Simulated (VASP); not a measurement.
# In5O (R-3m) in VASP: notebook

The runs below take In5O through single point, relaxation of cell and atoms, with PBE.

Everything below comes from runs of VASP 6.6.1. Logs are shortened: lines on timing, memory, paths and dates and some standing lists are left out, and cuts for length are marked.

### Step 1. The cell of the first run

The structure is trigonal, space group R-3m (No. 166). The conventional cell has a = 7.616 Å, b = 7.616 Å, c = 8.482 Å, α = 90.00°, β = 90.00°, γ = 120.00°. Within 3.3 Å of In (site symmetry 2/m) lie 2 In at 2.47 Å and 2 O at 2.61 Å. In (site symmetry 3m) has 4 In at 2.47 to 3.41 Å and 1 O at 2.54 Å within 3.5 Å. Within 3.3 Å of O (site symmetry -3m) lie 8 In at 2.54 to 2.61 Å.

The cell was built from a structure type or drawn by symmetry, and may not be a known phase.

### Step 2. Single point, PBE

INCAR reads:

```
SYSTEM = In5O
  PREC = Accurate
  ENCUT = 520
  EDIFF = 1E-6
  ISMEAR = 0
  SIGMA = 0.1
  LREAL = .FALSE.
  LASPH = .TRUE.
  NELM = 100
  ALGO = Normal
  ISIF = 2
  LWAVE = .FALSE.
  LCHARG = .TRUE.
  GGA = PE
  LELF = .TRUE.
  LVHAR = .TRUE.
  NBANDS = 44
```

KPOINTS reads:

```
Automatic mesh
0
G
  3 3 3
  0 0 0
```

POSCAR reads:

```
In5O
1.0
    3.8081469100      2.1986346400      2.8273201800
   -3.8081469100      2.1986346400      2.8273201800
    0.0000000000     -4.3972692900      2.8273201800
In O
5 1
Direct
    0.5000000000      0.0000000000      0.5000000000
    0.5000000000      0.5000000000      0.0000000000
    0.0000000000      0.5000000000      0.5000000000
    0.7992755600      0.7992755600      0.7992755600
    0.2007244400      0.2007244400      0.2007244400
    0.5000000000      0.5000000000      0.5000000000
```

Potentials or basis: VASP PAW PBE potentials, release 64 (In_d, O).

Command:

```bash
$ cat potpaw_PBE.64/In_d/POTCAR potpaw_PBE.64/O/POTCAR > POTCAR
$ mpirun -np 1 vasp_std > vasp.out
```

OUTCAR:

```text
SYSTEM = In5O
   PREC = Accurate
   ENCUT = 520
   EDIFF = 1E-6
   ISMEAR = 0
   LREAL = .FALSE.
   LASPH = .TRUE.
   NELM = 100
   ISIF = 2
   GGA = PE

 ion  position               nearest neighbor table
   1  0.500  0.000  0.500-   4 2.47   5 2.47   6 2.61   6 2.61   3 3.58   3 3.58   2 3.58   2 3.58
                             2 3.81   2 3.81   3 3.81   3 3.81
   2  0.500  0.500  0.000-   4 2.47   5 2.47   6 2.61   6 2.61   1 3.58   3 3.58   1 3.58   3 3.58
                             1 3.81   3 3.81   3 3.81   1 3.81
   3  0.000  0.500  0.500-   4 2.47   5 2.47   6 2.61   6 2.61   1 3.58   1 3.58   2 3.58   2 3.58
                             2 3.81   2 3.81   1 3.81   1 3.81
   4  0.799  0.799  0.799-   2 2.47   1 2.47   3 2.47   6 2.54   5 3.41
   5  0.201  0.201  0.201-   2 2.47   1 2.47   3 2.47   6 2.54   4 3.41
   6  0.500  0.500  0.500-   4 2.54   5 2.54   1 2.61   3 2.61   1 2.61   3 2.61   2 2.61   2 2.61

  LATTYP: Found a trigonal (rhomboedric) cell.
 ALAT       =     5.2277831409
 COS(alpha) =    -0.0612611259

  Lattice vectors:

 A1 = (   3.8081469100,   2.1986346400,   2.8273201800)
 A2 = (  -3.8081469100,   2.1986346400,   2.8273201800)
 A3 = (   0.0000000000,  -4.3972692900,   2.8273201800)

Analysis of symmetry for initial positions (statically):
=====================================================================
 Subroutine PRICEL returns:
 Original cell was already a primitive cell.

 Routine SETGRP: Setting up the symmetry group for a
 trigonal (rhombohedral) supercell.

 Subroutine GETGRP returns: Found 12 space group operations
 (whereof 12 operations were pure point group operations)
 out of a pool of 12 trial point group operations.

The static configuration has the point symmetry D_3d.

Analysis of symmetry for dynamics (positions and initial velocities):
=====================================================================
 Subroutine PRICEL returns:
 Original cell was already a primitive cell.

 Routine SETGRP: Setting up the symmetry group for a
 trigonal (rhombohedral) supercell.

 Subroutine GETGRP returns: Found 12 space group operations
 (whereof 12 operations were pure point group operations)
 out of a pool of 12 trial point group operations.

The dynamic configuration has the point symmetry D_3d.

 Subroutine INISYM returns: Found 12 space group operations
 (whereof 12 operations are pure point group operations),
 and found     1 'primitive' translations

----------------------------------------------------------------------------------------

                                     Primitive cell

  volume of cell :     142.0342

  direct lattice vectors                    reciprocal lattice vectors
     3.808146910  2.198634640  2.827320180     0.131297456  0.075804621  0.117897271
    -3.808146910  2.198634640  2.827320180    -0.131297456  0.075804621  0.117897271
     0.000000000 -4.397269290  2.827320180     0.000000000 -0.151609243  0.117897271

  length of vectors
     5.227783141  5.227783141  5.227783145     0.192055016  0.192055016  0.192055015

  position of ions in fractional coordinates (direct lattice)
     0.500000000  0.000000000  0.500000000
     0.500000000  0.500000000  1.000000000
     0.000000000  0.500000000  0.500000000
     0.799275560  0.799275560  0.799275560
     0.200724440  0.200724440  0.200724440
     0.500000000  0.500000000  0.500000000

  ion indices of the primitive-cell ions
   primitive index   ion index
                 1           1
                 2           2
                 3           3
                 4           4
                 5           5
                 6           6

----------------------------------------------------------------------------------------

 KPOINTS: Automatic mesh

Automatic generation of k-mesh.
 Grid dimensions read from file:
 generate k-points for:    3    3    3

 Generating k-lattice:

  Cartesian coordinates                     Fractional coordinates (reciprocal lattice)
     0.043765819  0.025268207  0.039299090     0.333333333  0.000000000 -0.000000000
    -0.043765819  0.025268207  0.039299090     0.000000000  0.333333333 -0.000000000
     0.000000000 -0.050536414  0.039299090    -0.000000000 -0.000000000  0.333333333

  Length of vectors
     0.064018339  0.064018339  0.064018338

  Shift w.r.t. Gamma in fractional coordinates (k-lattice)
     0.000000000  0.000000000  0.000000000

 Subroutine IBZKPT returns following result:
 ===========================================

 Found      6 irreducible k-points:

 Following reciprocal coordinates:
            Coordinates               Weight
  0.000000  0.000000  0.000000      1.000000
  0.333333  0.000000  0.000000      6.000000
  0.333333  0.333333  0.000000      6.000000
 -0.333333  0.333333  0.000000      6.000000
  0.333333  0.333333  0.333333      2.000000
 -0.333333  0.333333  0.333333      6.000000
   k-points           NKPTS =      6   k-points in BZ     NKDIM =      6   number of bands    NBANDS=     44
   number of dos      NEDOS =    301   number of ions     NIONS =      6
   total plane-waves  NPLWV =  64000
   dimension x,y,z NGX =    40 NGY =   40 NGZ =   40
   dimension x,y,z NGXF=    80 NGYF=   80 NGZF=   80
   ions per type =               5   1
   NGX,Y,Z   is equivalent  to a cutoff of  12.72, 12.72, 12.72 a.u.
   NGXF,Y,Z  is equivalent  to a cutoff of  25.44, 25.44, 25.44 a.u.
 SYSTEM =  In5O
   PREC   = accura    normal or accurate (medium, high low for compatibility)
   ISTART =      0    job   : 0-new  1-cont  2-samecut
   ICHARG =      2    charge: 1-file 2-atom 10-const
   ISPIN  =      1    spin polarized calculation?
   LNONCOLLINEAR =      F non collinear calculations
   LSORBIT =      F    spin-orbit coupling
   LASPH  =      T    aspherical Exc in radial PAW
   ENCUT  =  520.0 eV  38.22 Ry    6.18 a.u.   9.72  9.72  9.72*2*pi/ulx,y,z
   NELM   =    100;   NELMIN=  2; NELMDL= -5     # of ELM steps
   EDIFF  = 0.1E-05   stopping-criterion for ELM
   LREAL  =      F    real-space projection
   EDIFFG = 0.1E-04   stopping-criterion for IOM
   NSW    =      0    number of steps for IOM
   IBRION =     -1    ionic relax: 0-MD 1-quasi-New 2-CG
   NFREE  =      0    steps in history (QN), initial steepest desc. (CG)
   ISIF   =      2    stress and relaxation
   ISYM   =      2    0-nonsym 1-usesym 2-fastsym
   POTIM  = 0.5000    time-step for ionic-motion
   TEBEG  =    0.0;   TEEND  =   0.0 temperature during run
   PSTRESS=    0.0 pullay stress
   NELECT =      71.0000    total number of electrons
   NUPDOWN=      -1.0000    fix difference up-down
   EMIN   =  10.00;   EMAX   =-10.00  energy-range for DOS
   EFERMI =   0.00;   METHOD = LEGACY
   ISMEAR =     0;   SIGMA  =   0.10  broadening in eV -4-tet -1-fermi 0-gaus
   EFERMI_NEDOS =   21; number of points for ismear=-14 and -15
   IALGO  =     38    algorithm
   IMIX   =      4    mixing-type and parameters
     AMIX     =   0.40;   BMIX     =  1.00
     AMIX_MAG =   1.60;   BMIX_MAG =  1.00
  volume/ion in A,a.u.               =      23.67       159.75
  Fermi-wavevector in a.u.,A,eV,Ry     =   1.299262  2.455248 22.967733  1.688081
  Thomas-Fermi vector in A             =   2.430537
   LORBIT       =      0    0 simple, 1 ext, 2 COOP (PROOUT), +10 PAW based schemes
   GGA     = PE    functional components
   LHFCALC =     F    Hartree Fock is set to
   AEXX    =    0.0000 exact exchange contribution
   IVDW    =     0    specifies the selected vdW correction
   LEPSILON=     F    determine dielectric tensor
   LRPA    =     F    only Hartree local field effects (RPA)
 non-spin polarized calculation
 Gauss-broadening in eV      SIGMA  =   0.10
  energy-cutoff  :      520.00
  volume of cell :      142.03
 maximum number of plane-waves:      3829
   NGX = 19   NGY = 19   NGZ = 19

 number of electron      70.9999991 magnetization

 Free energy of the ion-electron system (eV)
  ---------------------------------------------------
  ext. energy  EPLUGINS =         0.00000000
  ---------------------------------------------------
  free energy    TOTEN  =       -14.67656085 eV

  energy without entropy =      -14.66508690  energy(sigma->0) =      -14.67082387

 E-fermi :   6.6807     XC(G=0):  -9.9483

 val. band max:        6.6259173197   @ k =   0.3333   0.3333   0.0000
 cond. band min:       7.0891750214   @ k =   0.3333   0.3333   0.0000
 fundamental gap:      0.4632577017
 Fermi energy:         6.6807287134

 k-point     1 :       0.0000    0.0000    0.0000
  band No.  band energies     occupation
      1     -11.3297      2.00000
      2      -9.1525      2.00000
      3      -9.1525      2.00000
      4      -8.5768      2.00000
      5      -8.5768      2.00000
      6      -8.5768      2.00000
[... 36 lines left out ...]
     43      11.6701      0.00000
     44      12.8190      0.00000

 k-point     2 :       0.3333    0.0000    0.0000
  band No.  band energies     occupation
      1     -11.2639      2.00000
      2      -9.1468      2.00000
      3      -9.0683      2.00000
      4      -8.7700      2.00000
      5      -8.5391      2.00000
      6      -8.4966      2.00000
[... 36 lines left out ...]
     43      12.2211      0.00000
     44      12.4852      0.00000

 k-point     3 :       0.3333    0.3333    0.0000
  band No.  band energies     occupation
      1     -11.1972      2.00000
      2      -9.1537      2.00000
      3      -9.0669      2.00000
      4      -8.7645      2.00000
      5      -8.5484      2.00000
      6      -8.4913      2.00000
[... 36 lines left out ...]
     43      11.2567      0.00000
     44      11.8134      0.00000

 k-point     4 :      -0.3333    0.3333    0.0000
  band No.  band energies     occupation
      1     -11.1989      2.00000
      2      -9.1456      2.00000
      3      -8.9426      2.00000
      4      -8.9322      2.00000
      5      -8.4944      2.00000
      6      -8.4463      2.00000
[... 36 lines left out ...]
     43      12.2543      0.00000
     44      12.4691      0.00000

 k-point     5 :       0.3333    0.3333    0.3333
  band No.  band energies     occupation
      1     -11.1298      2.00000
      2      -9.1488      2.00000
      3      -9.1488      2.00000
      4      -8.5790      2.00000
      5      -8.5718      2.00000
      6      -8.5718      2.00000
[... 36 lines left out ...]
     43      11.5038      0.00000
     44      12.4678      0.00000

 k-point     6 :      -0.3333    0.3333    0.3333
  band No.  band energies     occupation
      1     -11.1280      2.00000
      2      -9.1424      2.00000
      3      -9.0686      2.00000
      4      -8.7618      2.00000
      5      -8.5274      2.00000
      6      -8.4816      2.00000
[... 36 lines left out ...]
     43      12.5476      0.00000
     44      12.7483      0.00000

------------------------ aborting loop because EDIFF is reached ----------------------------------------

  FORCE on cell =-STRESS in cart. coord.  units (eV):
  Direction    XX          YY          ZZ          XY          YZ          ZX
  --------------------------------------------------------------------------------------
  -------------------------------------------------------------------------------------
  Total       18.6776186     18.6776186      9.8566554      0.0000000     -0.0000000      0.0000000
  in kB      210.6876507    210.6876506    111.1852436      0.0000000     -0.0000001      0.0000000
  external PRESSURE =     177.5201816 kB  Pullay stress =       0.0000000 kB

 VOLUME and BASIS-vectors are now :
 -----------------------------------------------------------------------------
  energy-cutoff  :      520.00
  volume of cell :      142.03
      direct lattice vectors                 reciprocal lattice vectors
     3.808146910  2.198634640  2.827320180     0.131297456  0.075804621  0.117897271
    -3.808146910  2.198634640  2.827320180    -0.131297456  0.075804621  0.117897271
     0.000000000 -4.397269290  2.827320180     0.000000000 -0.151609243  0.117897271

 POSITION                                       TOTAL-FORCE (eV/Angst)
 -----------------------------------------------------------------------------------
      1.90407     -1.09932      2.82732         0.000000      0.000000     -0.000000
      0.00000      2.19863      2.82732        -0.000000      0.000000     -0.000000
     -1.90407     -1.09932      2.82732         0.000000      0.000000      0.000000
      0.00000     -0.00000      6.77942        -0.000000     -0.000000      5.001995
      0.00000     -0.00000      1.70254        -0.000000      0.000000     -5.001995
      0.00000     -0.00000      4.24098        -0.000000      0.000000      0.000000
 -----------------------------------------------------------------------------------
    total drift:                                0.000000     -0.000000      0.000000

  FREE ENERGIE OF THE ION-ELECTRON SYSTEM (eV)
  ---------------------------------------------------
  free  energy   TOTEN  =       -14.6765608477 eV

  energy  without entropy=      -14.6650868974  energy(sigma->0) =      -14.67082387
```

Wall time 39 s (1 thread of Intel Xeon Platinum 8559C (Emerald Rapids), shared host); peak memory 0.24 GiB.

Results:

| Item | Value |
| --- | --- |
| Free energy | -14.6766 eV |
| Pressure | 17.8 GPa |
| Largest force | 5.002 eV/Å |
| Band gap on the k mesh | zero (an odd number of electrons rules out a gap without spin polarisation) |

Forces on the atoms (eV/Å):
```
In   0.000  0.000  0.000
In   0.000  0.000  0.000
In   0.000  0.000  0.000
In   0.000  0.000  5.002
In   0.000  0.000 -5.002
O    0.000  0.000  0.000
```

Caveat: the k points lie up to 0.40 Å⁻¹ apart, too coarse for converged energies and pressures of a metal; spin-orbit coupling is left out, which moves the levels of the heavy elements; an odd number of electrons without spin polarisation forces a metal; a magnetic or distorted state may lie lower.

### Step 3. Single point, PBE

This run uses another cell than the first one, of 24.15 Å³/atom.

INCAR reads:

```
PREC     = Accurate       # precision mode
ENCUT    = 520            # plane-wave cutoff, eV
EDIFF    = 1E-7           # SCF threshold, eV
ISMEAR   = 0              # smearing method
SIGMA    = 0.1            # smearing width, eV
LREAL    = F              # projectors in reciprocal space
LASPH    = T              # aspherical terms in the spheres
NELM     = 100            # most SCF steps
ALGO     = Normal         # electronic algorithm
ISIF     = 2              # what is computed and relaxed
LWAVE    = F              # write WAVECAR
LCHARG   = T              # write CHGCAR
GGA      = PE             # functional
LELF     = T              # ELF
LVHAR    = T            
NBANDS   = 44             # bands
```

KPOINTS reads:

```
regular mesh
0
Gamma
  3 3 3
```

POSCAR reads:

```
In5O
1.0
    3.3275378724      1.9211548842      3.7777435340
   -3.3275378724      1.9211548842      3.7777435340
    0.0000000000     -3.8423097750      3.7777435306
In O
5 1
Direct
    0.5000000000      0.0000000000      0.5000000000
    0.5000000000      0.5000000000      0.0000000000
    0.0000000000      0.5000000000      0.5000000000
    0.8743944387      0.8743944387      0.8743944387
    0.1256055613      0.1256055613      0.1256055613
    0.5000000000      0.5000000000      0.5000000000
```

Potentials or basis: VASP PAW PBE potentials, release 64 (In_d, O).

Command:

```bash
$ cat potpaw_PBE.64/In_d/POTCAR potpaw_PBE.64/O/POTCAR > POTCAR
$ mpirun -np 1 vasp_std > vasp.out
```

Wall time 45 s (1 thread of Intel Xeon Platinum 8559C (Emerald Rapids), shared host); peak memory 0.24 GiB.

Results (log left out):

```
Free energy            : -18.3661 eV
Pressure               : 0.0 GPa
Largest force          : 0.034 eV/Å
Band gap on the k mesh : zero (an odd number of electrons rules out a gap without spin polarisation)
```

Forces on the atoms (eV/Å):
```
In   0.000  0.000  0.000
In   0.000  0.000  0.000
In   0.000  0.000  0.000
In   0.000  0.000 -0.034
In   0.000  0.000  0.034
O    0.000  0.000  0.000
```

Stress tensor (GPa, compression positive):
```
-0.16  0.00  0.00
 0.00 -0.16  0.00
 0.00  0.00  0.38
```

Levels at points of the mesh, in eV from the Fermi level:
```tsv
k point	band 32	band 33	band 34	band 35	band 36	band 37	band 38	band 39
(0.00, 0.00, 0.00)	-2.79	-2.56	-2.43	0.03	0.03	1.50	1.97	2.14
```

Caveat: the k points lie up to 0.41 Å⁻¹ apart, too coarse for converged energies and pressures of a metal; spin-orbit coupling is left out, which moves the levels of the heavy elements; an odd number of electrons without spin polarisation forces a metal; a magnetic or distorted state may lie lower.

(Continued in part 2 of 2.)
